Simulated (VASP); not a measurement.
KI: single point with PBE

Crystal: KI.

```xyz
2
Lattice="4.2911 0.0000 0.0000 0.0000 4.2911 0.0000 0.0000 0.0000 4.2911" Properties=species:S:1:pos:R:3 pbc="T T T"
K     0.0000    0.0000    0.0000
I     2.1455    2.1455    2.1455
```

```
Program                : VASP 6.6.1
Task                   : single point
Functional             : PBE
Potentials or basis    : VASP PAW PBE potentials, release 64 (K_sv, I)
Cutoff                 : 520 eV
k mesh                 : 4 × 4 × 4
Occupations            : gaussian, width 0.01 eV
Spin                   : no spin polarisation
Dipole correction      : no
Further INCAR settings : ALGO = Normal; EDIFF = 1e-06; NBANDS = 15
```

```json
{
  "Pressure": "0.6 GPa",
  "Band gap on the k mesh": "3.33 eV (least direct gap 3.69 eV)"
}
```

Levels at points of the mesh, in eV from the valence-band top:
| k point | band 5 | band 6 | band 7 | band 8 | band 9 | band 10 | band 11 | band 12 |
| --- | --- | --- | --- | --- | --- | --- | --- | --- |
| (0.00, 0.00, 0.00) | -11.16 | -0.36 | -0.36 | -0.36 | 3.33 | 4.76 | 4.76 | 8.38 |
| (0.50, 0.00, 0.00) | -10.86 | -2.29 | -0.29 | -0.29 | 5.48 | 6.17 | 7.04 | 7.05 |
| (0.50, 0.50, 0.00) | -10.81 | -1.71 | -1.71 | 0.00 | 3.91 | 5.69 | 6.79 | 6.79 |
| (0.50, 0.50, 0.50) | -10.64 | -1.66 | -1.66 | -1.66 | 5.63 | 5.63 | 5.63 | 8.83 |

Wall time 18 s on 1 thread of Intel Xeon 8259CL, on a shared host, peak memory 0.17 GiB.

Caveat: spin-orbit coupling is left out, which moves the levels of the heavy elements. A k mesh can miss the band edges.
